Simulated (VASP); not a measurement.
Input of a VASP 6.6.1 run:

Contents of INCAR:

```
PREC = Accurate
ENCUT = 500
EDIFF = 1E-6
ISMEAR = 0
SIGMA = 0.05
LREAL = False
LASPH = True
NELM = 120
ALGO = Normal
ISIF = 2
LWAVE = False
LCHARG = True
GGA = PE
LELF = True
LVHAR = True
NBANDS = 13
GGA_COMPAT = False
```

File KPOINTS:

```
Automatic mesh
0
Gamma
  8 8 8
```

Contents of POSCAR:

```
Sn
1.0
    0.0000000000      2.4124845469      2.4124845469
    2.4124845469      0.0000000000      2.4124845469
    2.4124845469      2.4124845469      0.0000000000
Sn
1
Direct
    0.0000000000      0.0000000000      0.0000000000
```

Potentials or basis: VASP PAW PBE potentials, release 64 (Sn_d).

Launch:

```console
$ cat potpaw_PBE.64/Sn_d/POTCAR > POTCAR
$ mpirun -np 1 vasp_std > vasp.out
```

Q: Predict the pressure.

A: 0.0 GPa.

Q: What does it give for the band gap on the k mesh?

A: Zero (band 7 reaches 15.19 eV, above the bottom of band 8 at 6.07 eV).

Caveat: spin-orbit coupling is left out, which moves the levels of the heavy elements.
